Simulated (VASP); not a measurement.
Input of a VASP 6.6.1 run:

Contents of INCAR:

```
PREC = Accurate
ENCUT = 840
EDIFF = 1E-6
ISMEAR = 0
SIGMA = 0.01
LREAL = F
LASPH = T
NELM = 120
ALGO = Normal
ISIF = 2
LWAVE = F
LCHARG = F
NBANDS = 15
GGA_COMPAT = F
```

The input KPOINTS:

```
Automatic mesh
0
Gamma
  10 10 10
```

Contents of POSCAR:

```
MgO
1.0
    0.0000000000      2.0795793314      2.0795793314
    2.0795793314      0.0000000000      2.0795793314
    2.0795793314      2.0795793314      0.0000000000
Mg O
1 1
Direct
    0.0000000000      0.0000000000      0.0000000000
    0.5000000000      0.5000000000      0.5000000000
```

Potentials or basis: VASP PAW LDA potentials, release 64 (Mg_sv, O).

Launch:

```console
$ cat potpaw_LDA.64/Mg_sv/POTCAR potpaw_LDA.64/O/POTCAR > POTCAR
$ mpirun -np 1 vasp_std > vasp.out
```

Q: Predict the pressure.

A: 0.6 GPa.

Q: Estimate the band gap on the k mesh.

A: 5.05 eV.
